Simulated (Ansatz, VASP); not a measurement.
HgTe: VASP beside Ansatz

File INCAR:

```
PREC     = Accurate       # precision mode
ENCUT    = 520            # plane-wave cutoff, eV
EDIFF    = 1E-6           # SCF threshold, eV
ISMEAR   = -1             # smearing method
SIGMA    = 0.1            # smearing width, eV
LREAL    = False          # projectors in reciprocal space
LASPH    = True           # aspherical terms in the spheres
NELM     = 60             # most SCF steps
ALGO     = Normal         # electronic algorithm
ISIF     = 2              # what is computed and relaxed
LWAVE    = False          # write WAVECAR
LCHARG   = False          # write CHGCAR
GGA      = PE             # functional
NBANDS   = 16             # bands
```

Contents of KPOINTS:

```
regular mesh
0
Gamma
  12 12 12
```

The input POSCAR:

```
HgTe
1.0
    0.0000000000      2.5171448744      2.5171448744
    2.5171448744      0.0000000000      2.5171448744
    2.5171448744      2.5171448744      0.0000000000
Hg Te
1 1
Direct
    0.0000000000      0.0000000000      0.0000000000
    0.5000000000      0.5000000000      0.5000000000
```

Input for Ansatz:

```yaml
crystal:
  lattice:
    - [0.0, 2.5171448744, 2.5171448744]
    - [2.5171448744, 0.0, 2.5171448744]
    - [2.5171448744, 2.5171448744, 0.0]
  atoms:
    - { symbol: Hg, position: [0.0, 0.0, 0.0] }
    - { symbol: Te, position: [0.5, 0.5, 0.5] }
kpoints:
  mp_grid: { grid: [12, 12, 12] }
  band_path:
    path:
      - [0.0, 0.0, 0.0]
      - [0.5, 0.0, 0.5]
      - [0.625, 0.25, 0.625]
      - [0.375, 0.375, 0.75]
      - [0.0, 0.0, 0.0]
      - [0.5, 0.5, 0.5]
      - [0.5, 0.25, 0.75]
      - [0.5, 0.0, 0.5]
    npoints: 8
scf:
  occupations: { method: fermi_dirac, width: 0.1 }
hamiltonian:
  xc: pbe
  pseudopotentials: { kind: all_electron, lapw: { basis_error: 0.001 } }
output:
  forces: true
  stress: true
  eigenvalues: true
  populations: true
  dos: { projected: true, de: 0.2, e_range: [-14, 8] }
```

Change from the starting cell: volume scaled by 0.55, LAPW.

Alike in both runs: task single point; functional PBE; k mesh 12 × 12 × 12; occupations fermi-dirac, width 0.1 eV; no spin polarisation.

|  | VASP | Ansatz |
| --- | --- | --- |
| version | VASP 6.6.1 | Ansatz 0.2.0 |
| potentials or method | VASP PAW PBE potentials, release 64 (Hg, Te), cutoff 520 eV | all-electron LAPW, scalar-relativistic |

```csv
,VASP,Ansatz,Ansatz less VASP
pressure (GPa),136.4,133.7,-2.69
```

Both programs put the cell under a high pressure, so it lies far from rest at this level. Ansatz ran all-electron here, and VASP with PAW potentials.

Spin-orbit coupling is off throughout. Noted on VASP's run: the cell as given lies far from equilibrium.
